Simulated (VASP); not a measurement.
Input of a VASP 6.6.1 run:

The input INCAR:

```
PREC     = Accurate       # precision mode
ENCUT    = 520            # plane-wave cutoff, eV
EDIFF    = 1E-6           # SCF threshold, eV
ISMEAR   = 0              # smearing method
SIGMA    = 0.05           # smearing width, eV
LREAL    = F              # projectors in reciprocal space
LASPH    = T              # aspherical terms in the spheres
NELM     = 80             # most SCF steps
ALGO     = Normal         # electronic algorithm
ISIF     = 2              # what is computed and relaxed
LWAVE    = F              # write WAVECAR
LCHARG   = F              # write CHGCAR
NBANDS   = 11             # bands
```

File KPOINTS:

```
Automatic mesh
0
Gamma
  10 10 10
```

The input POSCAR:

```
BAs
1.0
    0.0000000000      2.4840400000      2.5795800000
    2.4840400000      0.0000000000      2.5795800000
    2.4840400000      2.4840400000      0.0000000000
B As
1 1
Direct
    0.0000000000      0.0000000000      0.0000000000
    0.7500000000      0.7500000000      0.7500000000
```

Potentials or basis: VASP PAW LDA potentials, release 64 (B, As).

Run with:

```console
$ cat potpaw_LDA.64/B/POTCAR potpaw_LDA.64/As/POTCAR > POTCAR
$ mpirun -np 1 vasp_std > vasp.out
```

Problem. What does it give for the band gap on the k mesh?

Solution. 0.99 eV, indirect (least direct gap 2.69 eV).

Problem. What does it give for the pressure?

Solution. -18.1 GPa.

Stress tensor (GPa, compression positive):
```
-15.72   0.00   0.00
  0.00 -15.72   0.00
  0.00   0.00 -22.71
```

Caveat: the cell differs from its parent crystal (strain +0.040 along x and y, +0.080 along z). A k mesh can miss the band edges.
